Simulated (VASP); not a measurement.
Wanted: the native input for a VASP 6.6.1 run.

* Task: single point
* Functional: LDA
* Potentials or basis: VASP PAW LDA potentials, release 64 (Sn_d)
* Cutoff: 520 eV
* k mesh: 9 × 9 × 9
* Occupations: fermi-dirac, width 0.03 eV
* Spin: no spin polarisation
* Dipole correction: no
* Further INCAR settings: ALGO = Normal; EDIFF = 1e-06; NBANDS = 21

The structure of Sn lies in POSCAR:

```
Sn
1.0
    0.0000000000      3.1799082881      3.1799082881
    3.1799082881      0.0000000000      3.1799082881
    3.1799082881      3.1799082881      0.0000000000
Sn
2
Direct
    0.5000000000      0.5000000000      0.5000000000
    0.7500000000      0.7500000000      0.7500000000
```

This cell differs from its parent crystal: volume scaled by 0.9405.

The input as run:

INCAR

```
PREC = Accurate
ENCUT = 520
EDIFF = 1E-6
ISMEAR = -1
SIGMA = 0.03
LREAL = False
LASPH = True
NELM = 100
ALGO = Normal
ISIF = 2
LWAVE = False
LCHARG = False
NBANDS = 21
```

KPOINTS

```
Automatic mesh
0
Gamma
  9 9 9
```

Potentials or basis: VASP PAW LDA potentials, release 64 (Sn_d).

Command:

```sh
$ cat potpaw_LDA.64/Sn_d/POTCAR > POTCAR
$ mpirun -np 1 vasp_std > vasp.out
```

It gave:

```json
{"Pressure": "2.7 GPa", "Band gap on the k mesh": "zero (band 14 reaches 6.12 eV, above the bottom of band 15 at 6.08 eV)"}
```

Caveat: spin-orbit coupling is left out, which moves the levels of the heavy elements.

It took 27 s on 1 thread of Intel(R) Xeon(R) Platinum 8375C CPU @ 2.90GHz (Ice Lake), with other jobs on the host, peak memory 0.18 GiB.
